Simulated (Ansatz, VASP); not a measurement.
Si2SnB3: VASP beside Ansatz

```
Si Sn B
1.0
     3.40100   -4.14109    0.00139
     3.40064    4.14076   -0.00181
    -0.00069   -0.00074    5.92912
Si Sn B
4 2 6
Direct
  0.49992 0.00026 0.31311
  0.50002 0.00020 0.72006
  0.99970 0.49999 0.31341
  0.00044 0.49988 0.72043
  0.50019 0.50010 0.95594
  0.49982 0.50019 0.46184
  0.10786 0.89205 0.24665
  0.10577 0.89429 0.75798
  0.89207 0.10789 0.24671
  0.89436 0.10549 0.75802
  0.99994 0.99985 0.50222
  0.99990 0.99982 0.00363
```

Change from the starting cell: cell x2, atoms moved at random (sigma 0.15 Å) and cell strained at random (1.5 %), then relaxed without symmetry.

Alike in both runs: functional PBE; k mesh 4 × 4 × 4; occupations gaussian, width 0.2 eV; no spin polarisation.

Ansatz relaxed the structure, and its values are those at the end. VASP's run is a single point on that final structure, the one shown.

```csv
,VASP,Ansatz
version,VASP 6.6.1,Ansatz 0.2.0
potentials or method,"VASP PAW PBE potentials, release 64 (Si, Sn_d, B), cutoff 520 eV","scalar-relativistic, plane waves, PAW"
valence electrons in the cell,62,62
```

```csv
,VASP,Ansatz,Ansatz less VASP
gap on the k mesh at the Fermi level (eV),none,none,-
pressure (GPa),0.0,0.0,+0.04
rms of the force components (eV/Å),0.004,0.003,-0.0014
```

A gap of «none» marks a metal or a gap that the smearing closes.
